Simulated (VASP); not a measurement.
Wanted: the native input for a VASP 6.6.1 run.

| Property | Result |
| --- | --- |
| Task | single point |
| Functional | PBE-based screened hybrid with 20 % exact exchange |
| Potentials or basis | VASP PAW PBE potentials, release 64 (Na_pv, H) |
| Cutoff | 520 eV |
| k mesh | 6 × 6 × 2 |
| Occupations | gaussian, width 0.01 eV |
| Spin | no spin polarisation |
| Dipole correction | no |
| Grid for exact exchange (PRECFOCK) | Normal |
| Share of exact exchange | 0.2 |
| Further INCAR settings | ALGO = Normal; EDIFF = 1e-07; NBANDS = 16 |
| Screening parameter | 0.5 1/Å |

NaH:

```xyz
4
Lattice="3.3192 0.0000 0.0000 -1.6596 2.8745 0.0000 0.0000 0.0000 5.8310" Properties=species:S:1:pos:R:3 pbc="T T T"
Na    0.0000    0.0000    0.0000
Na    0.0000    0.0000    2.9155
H     0.0000    1.9163    1.4577
H     1.6596    0.9582    4.3732
```

These files were run (other wordings do the same):

POSCAR

```
NaH
1.0
    3.3191587685      0.0000000000      0.0000000000
   -1.6595793843      2.8744758127      0.0000000000
    0.0000000000      0.0000000000      5.8309537772
Na H
2 2
Direct
    0.0000000000      0.0000000000      0.0000000000
    0.0000000000      0.0000000000      0.5000000000
    0.3333333333      0.6666666667      0.2500000000
    0.6666666667      0.3333333333      0.7500000000
```

INCAR.step1

```
SYSTEM = NaH
ALGO = Normal
EDIFF = 1E-5
ENCUT = 520
GGA = PE
ISIF = 2
ISMEAR = 0
LASPH = .True.
LCHARG = .False.
LREAL = .False.
LWAVE = .True.
NBANDS = 16
NELM = 80
PREC = Accurate
SIGMA = 0.01
```

INCAR.step2

```
SYSTEM = NaH
AEXX = 0.2
ALGO = Normal
EDIFF = 1E-7
ENCUT = 520
GGA = PE
HFSCREEN = 0.5
ISIF = 2
ISMEAR = 0
ISTART = 1
LASPH = .True.
LCHARG = .False.
LHFCALC = .True.
LREAL = .False.
LWAVE = .False.
NBANDS = 16
NELM = 80
PREC = Accurate
PRECFOCK = Normal
SIGMA = 0.01
```

KPOINTS

```
k-points
0
Gamma
  6 6 2
  0 0 0
```

Potentials or basis: VASP PAW PBE potentials, release 64 (Na_pv, H).

Command:

```sh
$ cat potpaw_PBE.64/Na_pv/POTCAR potpaw_PBE.64/H/POTCAR > POTCAR
$ cp INCAR.step1 INCAR
$ mpirun -np 1 vasp_std > vasp.out
$ cp INCAR.step2 INCAR
$ mpirun -np 1 vasp_std > vasp.out
```

Results of the run:

- Pressure: 0.3 GPa
- Band gap on the k mesh: 3.84 eV (least direct gap 5.00 eV)

Caveat: the k points lie up to 0.54 Å⁻¹ apart; the PAW data sets were made with another functional, which shifts forces and pressure a little.

It took 13 min on 1 thread of AMD EPYC 7R13 Processor (Zen 3) (shared host), peak memory 0.26 GiB.
